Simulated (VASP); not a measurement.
Input of a VASP 6.6.1 run:

File POSCAR:

```
Sb
1.0
    2.8632791728      0.0000000000      0.0000000000
    0.0000000000      2.8632791728      0.0000000000
    0.0000000000      0.0000000000      2.8632791728
Sb
1
Direct
    0.0000000000      0.0000000000      0.0000000000
```

The input INCAR.step1:

```
SYSTEM = Sb
PREC = Accurate ; ENCUT = 600
ISMEAR = 0 ; SIGMA = 0.1
LREAL = .FALSE. ; LASPH = .TRUE.
NELM = 80 ; GGA = PE
ALGO = Normal ; EDIFF = 1E-4
LWAVE = .TRUE. ; LCHARG = .FALSE.
```

INCAR.step2

```
SYSTEM = Sb
PREC = Accurate ; ENCUT = 600
EDIFF = 1E-6 ; ISMEAR = 0
SIGMA = 0.1 ; LREAL = .FALSE.
LASPH = .TRUE. ; NELM = 80
ALGO = Normal ; ISIF = 3
LWAVE = .FALSE. ; LCHARG = .FALSE.
METAGGA = R2SCAN ; LMIXTAU = .TRUE.
IBRION = 2 ; NSW = 70
EDIFFG = -0.008 ; PSTRESS = 250.0
ISTART = 1
```

Contents of KPOINTS:

```
Automatic mesh
0
G
  14 14 14
  0 0 0
```

Potentials or basis: VASP PAW PBE potentials, release 64 (Sb).

Command:

```console
$ cat potpaw_PBE.64/Sb/POTCAR > POTCAR
$ cp INCAR.step1 INCAR
$ mpirun -np 1 vasp_std > vasp.out
$ cp INCAR.step2 INCAR
$ mpirun -np 1 vasp_std > vasp.out
```

Estimate the space group after relaxing (to 0.1 Å).

Pm-3m (No. 221).

What does it give for the relaxed cell?

a = 2.854 Å, b = 2.854 Å, c = 2.854 Å, α = 90.00°, β = 90.00°, γ = 90.00°.

What does it give for the band gap on the k mesh?

Zero (an odd number of electrons rules out a gap without spin polarisation).

Predict the relaxed volume.

23.25 Å³/atom.

Final structure:
```yaml
crystal:
  lattice:
    - [2.85399, 0.00000, 0.00000]
    - [0.00000, 2.85399, 0.00000]
    - [0.00000, 0.00000, 2.85399]
  atoms:
    - { symbol: Sb, position: [0.00000, 0.00000, 0.00000] }
```

Caveat: the cell is relaxed towards a set pressure, so the run minimises the enthalpy, not the energy; the PAW data sets were made with another functional, which shifts forces and pressure a little; spin-orbit coupling is left out, which moves the levels of the heavy elements.
